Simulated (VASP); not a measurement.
Write the native input for VASP 6.6.1 that does the following.

| Property | Result |
| --- | --- |
| Task | single point |
| Functional | PBE |
| Potentials or basis | VASP PAW PBE potentials, release 64 (Rb_sv, Ge_d, N) |
| Cutoff | 520 eV |
| k mesh | 4 × 4 × 4 |
| Occupations | gaussian, width 0.1 eV |
| Spin | no spin polarisation |
| Dipole correction | no |
| Further INCAR settings | ALGO = Normal; EDIFF = 1e-06; NBANDS = 39 |

The structure of Rb4GeN2 lies in POSCAR:

```
Rb4GeN2
1.0
   -4.4687436644      4.4687436644      4.1282455555
    4.4687436644     -4.4687436644      4.1282455555
    4.4687436644      4.4687436644     -4.1282455555
Rb Ge N
4 1 2
Direct
    0.1836932967      0.8800109529      0.6963176562
    0.1836932967      0.4873756405      0.3036823438
    0.8800109529      0.1836932967      0.6963176562
    0.4873756405      0.1836932967      0.3036823438
    0.8869102247      0.8869102247      0.0000000000
    0.9273919542      0.4273919542      0.5000000000
    0.4273919542      0.9273919542      0.5000000000
```

One way to write it, as run:

INCAR

```
  ALGO = Normal
  EDIFF = 1E-6
  ENCUT = 520
  GGA = PE
  ISIF = 2
  ISMEAR = 0
  LASPH = T
  LCHARG = F
  LREAL = F
  LWAVE = F
  NBANDS = 39
  NELM = 80
  PREC = Accurate
  SIGMA = 0.1
```

KPOINTS

```
k-points
0
Gamma
  4 4 4
```

Potentials or basis: VASP PAW PBE potentials, release 64 (Rb_sv, Ge_d, N).

Command:

```bash
$ cat potpaw_PBE.64/Rb_sv/POTCAR potpaw_PBE.64/Ge_d/POTCAR potpaw_PBE.64/N/POTCAR > POTCAR
$ mpirun -np 1 vasp_std > vasp.out
```

It gave:

* Pressure: 0.1 GPa
* Largest force: 0.032 eV/Å
* Band gap on the k mesh: zero (band 30 reaches -0.52 eV, above the bottom of band 31 at -0.56 eV)

Wall time 2.9 min on 1 thread of AMD EPYC 9R45 96-Core Processor (Zen 5) (shared host), peak memory 0.49 GiB.
